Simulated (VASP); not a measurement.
A run of VASP 6.6.1:

INCAR

```
SYSTEM = Sb
PREC = Accurate
ENCUT = 520
EDIFF = 1E-6
ISMEAR = -1
SIGMA = 0.13605693000000002
LREAL = .False.
LASPH = .True.
NELM = 80
ALGO = Normal
ISIF = 2
LWAVE = .False.
LCHARG = .True.
GGA = PE
LELF = .True.
LVHAR = .True.
NBANDS = 8
```

KPOINTS

```
Automatic mesh
0
Gamma
  11 11 11
  0 0 0
```

Contents of POSCAR:

```
Sb
1.0
    3.1144314985      0.0000000000      0.0000000000
    0.0000000000      3.1144314985      0.0000000000
    0.0000000000      0.0000000000      3.1144314985
Sb
1
Direct
    0.0000000000      0.0000000000      0.0000000000
```

Potentials or basis: VASP PAW PBE potentials, release 64 (Sb).

Run with:

```sh
$ cat potpaw_PBE.64/Sb/POTCAR > POTCAR
$ mpirun -np 1 vasp_std > vasp.out
```

Hardware: 1 thread of Intel(R) Xeon(R) 6975P-C (Granite Rapids), with other jobs on the host.

Question: Estimate the wall time of this run.

Answer: Run time: 4 s on 1 thread of Intel(R) Xeon(R) 6975P-C (Granite Rapids), with other jobs on the host, peak memory 0.14 GiB. Counts: scf iterations 10, k points 56.
